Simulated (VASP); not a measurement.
Crystal: CdS.

```
CELL_PARAMETERS angstrom
0.00000 2.91650 2.91650
2.91650 0.00000 2.91650
2.91650 2.91650 0.00000
ATOMIC_POSITIONS crystal
Cd 0.00000 0.00000 0.00000
S 0.75000 0.75000 0.75000
```

Base run:

- Program: VASP 6.6.1
- Functional: PBE
- Potentials or basis: VASP PAW PBE potentials, release 64 (Cd, S)
- Cutoff: 500 eV
- k mesh: 5 × 5 × 5
- Occupations: gaussian, width 0.01 eV
- Spin: no spin polarisation

Its results: band gap on the k mesh 1.15 eV; pressure 3.2 GPa.

The run is repeated on the same cell with these changes: k mesh from 5 × 5 × 5 to 3 × 3 × 3. What comes out?

Band gap on the k mesh 1.11 eV; pressure 3.9 GPa.

Caveats: some runs use coarse meshes; the cell stands under pressure (at least some runs).

